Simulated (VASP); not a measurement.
Co, 2 atoms in the cell. It takes space group P-3m1 (No. 164, trigonal). Conventional cell: a = 2.487 Å, b = 2.487 Å, c = 4.063 Å, α = 90.00°, β = 90.00°, γ = 120.00°. Co (site symmetry 3m) has 12 Co at 2.42 to 2.55 Å within 3.2 Å. 

* Program: VASP 6.6.1
* Task: relaxation of cell and atoms
* Functional: revPBE
* Dispersion: D4
* Potentials or basis: VASP PAW PBE potentials, release 64 (Co)
* Cutoff: 600 eV
* k mesh: 12 × 12 × 7
* Occupations: fermi-dirac, width 0.05 eV
* Spin: collinear spin, ferromagnetic start
* Starting moments: [2.0, 2.0] μB
* Dipole correction: no
* Further INCAR settings: ALGO = Normal; EDIFF = 1e-07; IBRION = 2; EDIFFG = -0.01; NSW = 60; ISIF = 3

Potentials or basis: VASP PAW PBE potentials, release 64 (Co).

The run is started by

```bash
$ cat potpaw_PBE.64/Co/POTCAR > POTCAR
$ mpirun -np 1 vasp_std > vasp.out
```

Hardware: 1 thread of Oxide Virtual Turin-like Processor (shared host).

Task: Estimate the wall time of this run.

Result: Wall time 6 min on 1 thread of Oxide Virtual Turin-like Processor, on a shared host, peak memory 0.17 GiB. Counts: scf iterations 66, k points 112, ion steps 7.
